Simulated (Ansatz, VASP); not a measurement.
Nb in VASP and in Ansatz

Contents of INCAR:

```
PREC = Accurate ; ENCUT = 520
EDIFF = 1E-6 ; ISMEAR = 0
SIGMA = 0.05 ; LREAL = False
LASPH = True ; NELM = 60
ALGO = Normal ; ISIF = 2
LWAVE = False ; LCHARG = False
GGA = PS ; NBANDS = 12
```

The input KPOINTS:

```
Automatic mesh
0
Gamma
  14 14 14
```

POSCAR

```
Nb
1.0
   -1.6557315458      1.6557315458      1.6557315458
    1.6557315458     -1.6557315458      1.6557315458
    1.6557315458      1.6557315458     -1.6557315458
Nb
1
Direct
    0.0000000000      0.0000000000      0.0000000000
```

Input for Ansatz:

```yaml
crystal:
  lattice:
    - [-1.6557315458, 1.6557315458, 1.6557315458]
    - [1.6557315458, -1.6557315458, 1.6557315458]
    - [1.6557315458, 1.6557315458, -1.6557315458]
  atoms:
    - { symbol: Nb, position: [0.0, 0.0, 0.0] }
scf:
  occupations: { method: gaussian, width: 0.05 }
output:
  forces: true
  stress: true
  eigenvalues: true
  optics: { nscf_kmesh: { grid: [28, 28, 28] } }
kpoints:
  mp_grid: { grid: [14, 14, 14] }
hamiltonian:
  xc: pbesol
  pseudopotentials: { kind: paw, azcp: { folder: soft_1 } }
```

Alike in both runs: task single point; functional PBEsol; k mesh 14 × 14 × 14; occupations gaussian, width 0.05 eV; no spin polarisation.

|  | VASP | Ansatz |
| --- | --- | --- |
| version | VASP 6.6.1 | Ansatz 0.2.0 |
| potentials or method | VASP PAW PBE potentials, release 64 (Nb_sv) | scalar-relativistic, plane waves, PAW |
| plane-wave cutoff (eV) | 520 | 420 |
| valence electrons in the cell | 13 | 13 |

Ansatz gave:

- gap on the k mesh at the Fermi level (eV): none
- pressure (GPa): -5.9

Estimate VASP's values.

gap on the k mesh at the Fermi level (eV): none; pressure (GPa): -6.2.

VASP's potentials were made for PBE, not for PBEsol, and Ansatz warns of the same on its side. A gap of «none» marks a metal or a gap that the smearing closes. The functional is the same, so the differences come from potentials, cutoffs and numerics. Ansatz's warnings: optics on partly filled bands.
